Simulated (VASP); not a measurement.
Here is a VASP 6.6.1 calculation.

File INCAR:

```
PREC = Accurate ; ENCUT = 520
EDIFF = 1E-6 ; ISMEAR = -1
SIGMA = 0.08 ; LREAL = False
LASPH = True ; NELM = 60
ALGO = Normal ; ISIF = 2
LWAVE = False ; LCHARG = False
LDIPOL = True ; IDIPOL = 3
DIPOL = 0.5 0.5 0.500 ; EFIELD = -0.5
NBANDS = 10
```

KPOINTS

```
regular mesh
0
Gamma
  8 8 1
```

POSCAR

```
K
1.0
    4.3720284699      0.0000000000      0.0000000000
   -1.4573428233      4.1219879715      0.0000000000
    0.0000000000      0.0000000000     20.0000000000
K
1
Direct
    0.0000000000      0.0000000000      0.5000000000
```

Potentials or basis: VASP PAW LDA potentials, release 64 (K_sv).

Launch:

```bash
$ cat potpaw_LDA.64/K_sv/POTCAR > POTCAR
$ mpirun -np 1 vasp_std > vasp.out
```

(1) Predict the band gap on the k mesh.

## Answers

(1) zero (an odd number of electrons rules out a gap without spin polarisation).
